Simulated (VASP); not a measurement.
Set up this calculation in VASP 6.6.1, as the native input.

- Task: single point
- Functional: PBE
- Potentials or basis: VASP PAW PBE potentials, release 64 (Sc_sv, Nb_sv, O)
- Cutoff: 520 eV
- k mesh: 12 × 12 × 4
- Occupations: gaussian, width 0.1 eV
- Spin: no spin polarisation
- Dipole correction: no
- Further INCAR settings: ALGO = Normal; EDIFF = 1e-07; NBANDS = 38

The structure of Sc3NbO2 lies in POSCAR:

```
Sc3NbO2
1.0
    3.1392795949      0.0000000000      0.0000000000
   -1.5696397975      2.7186958788      0.0000000000
    0.0000000000      0.0000000000     10.1758834732
Sc Nb O
3 1 2
Direct
    0.6666666667      0.3333333333      0.2390915509
    0.3333333333      0.6666666667      0.7609084491
    0.0000000000      0.0000000000      0.5000000000
    0.0000000000      0.0000000000      0.0000000000
    0.6666666667      0.3333333333      0.6226388276
    0.3333333333      0.6666666667      0.3773611724
```

The cell was built from a structure type or drawn by symmetry, and may not be a known phase.

These files were run (other wordings do the same):

INCAR

```
SYSTEM = Sc3NbO2
PREC = Accurate ; ENCUT = 520
EDIFF = 1E-7 ; ISMEAR = 0
SIGMA = 0.1 ; LREAL = .False.
LASPH = .True. ; NELM = 100
ALGO = Normal ; ISIF = 2
LWAVE = .False. ; LCHARG = .True.
GGA = PE ; LELF = .True.
LVHAR = .True. ; NBANDS = 38
```

KPOINTS

```
Automatic mesh
0
Gamma
  12 12 4
  0 0 0
```

Potentials or basis: VASP PAW PBE potentials, release 64 (Sc_sv, Nb_sv, O).

Command:

```bash
$ cat potpaw_PBE.64/Sc_sv/POTCAR potpaw_PBE.64/Nb_sv/POTCAR potpaw_PBE.64/O/POTCAR > POTCAR
$ mpirun -np 1 vasp_std > vasp.out
```

Results of the run:

The pressure is 0.5 GPa and the largest force is 0.050 eV/Å. The band gap on the k mesh is zero (bands 29 and 30 overlap by 0.81 eV).

Wall time 3.3 min on 1 thread of AMD EPYC 9R45 96-Core Processor (Zen 5), with other jobs on the host, peak memory 0.31 GiB.
